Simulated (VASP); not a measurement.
Runs of VASP 6.6.1 on Si3Sn. It takes space group R3m (No. 160, trigonal). Conventional cell: a = 4.048 Å, b = 4.048 Å, c = 19.901 Å, α = 90.00°, β = 90.00°, γ = 120.00°. Si (site symmetry 3m) has 3 Si at 2.44 Å and 1 Sn at 2.60 Å within 3.2 Å. Within 3.1 Å of Si (site symmetry 3m) lie 1 Si at 2.35 Å and 3 Sn at 2.53 Å. Within 3.1 Å of Si (site symmetry 3m) lie 4 Si at 2.35 to 2.44 Å. Within 3.3 Å of Sn (site symmetry 3m) lie 4 Si at 2.53 to 2.60 Å. 

| level | potentials or basis | spin | k mesh | smearing | gap on the mesh (eV) | pressure (GPa) | largest force (eV/Å) |
| --- | --- | --- | --- | --- | --- | --- | --- |
| LDA | VASP PAW LDA potentials, release 64 (Si, Sn_d) | off | 6 × 6 × 6 | gaussian 0.01 eV | 0.11 | -2.1 | 0.05 |
| PBE | VASP PAW PBE potentials, release 64 (Si, Sn_d) | off | 6 × 6 × 6 | gaussian 0.01 eV | 0.20 | 1.4 | 0.06 |
| r2SCAN | VASP PAW PBE potentials, release 64 (Si, Sn_d) | off | 6 × 6 × 6 | gaussian 0.01 eV | (a) | (b) | - |
| PBE | VASP PAW PBE potentials, release 64 (Si, Sn_d) | non-collinear, zero start, SOC | 4 × 4 × 4 | fermi-dirac 0.02 eV | - | 1.5 | 0.09 |

Alike in all rows: task single point; cell as given; cutoff (eV) 520.

Q: Estimate the missing entries.

A: (a) 0.40; (b) -0.2.

Caveats: some runs use coarse meshes; spin-orbit coupling is left out, which moves the levels of the heavy elements (some runs); the PAW data sets were made with another functional, which shifts forces and pressure a little (some runs).

A k mesh can miss the band edges, and rows without SOC leave out spin-orbit coupling on Sn.
